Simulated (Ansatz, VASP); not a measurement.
**BiTe5 in VASP and in Ansatz**

```
Bi Te
1.0
     7.28530    0.00000    0.00000
     0.00000    7.28530    0.00000
     0.00000    0.00000    5.89446
Bi Te
1 5
Direct
  0.50000 0.50000 0.50000
  0.72804 0.00000 0.00000
  0.27196 0.00000 0.00000
  0.00000 0.72804 0.00000
  0.00000 0.27196 0.00000
  0.50000 0.50000 0.00000
```

Alike in both runs: functional PBE; k mesh 6 × 6 × 6; occupations gaussian, width 0.1 eV; no spin polarisation.

Ansatz relaxed the structure, and its values are those at the end. VASP's run is a single point on that final structure, the one shown.

```csv
,VASP,Ansatz
version,VASP 6.6.1,Ansatz 0.2.0
potentials or method,"VASP PAW PBE potentials, release 64 (Bi_d, Te), cutoff 520 eV","scalar-relativistic, plane waves, PAW"
valence electrons in the cell,45,95
```

Ansatz gave:

```
gap on the k mesh at the Fermi level (eV) : none
pressure (GPa)                            : 0.0
rms of the force components (eV/Å)        : 0.003
```

Task: Which values does VASP return?

Result: gap on the k mesh at the Fermi level (eV): none; pressure (GPa): 0.0; rms of the force components (eV/Å): 0.008.

A gap of «none» marks a metal or a gap that the smearing closes. The functional is the same, so the differences come from potentials, cutoffs and numerics. VASP's potentials hold 45 valence electrons a cell and Ansatz's 95, so a difference there can come from the potentials and not from the codes.

Spin-orbit coupling is off throughout.
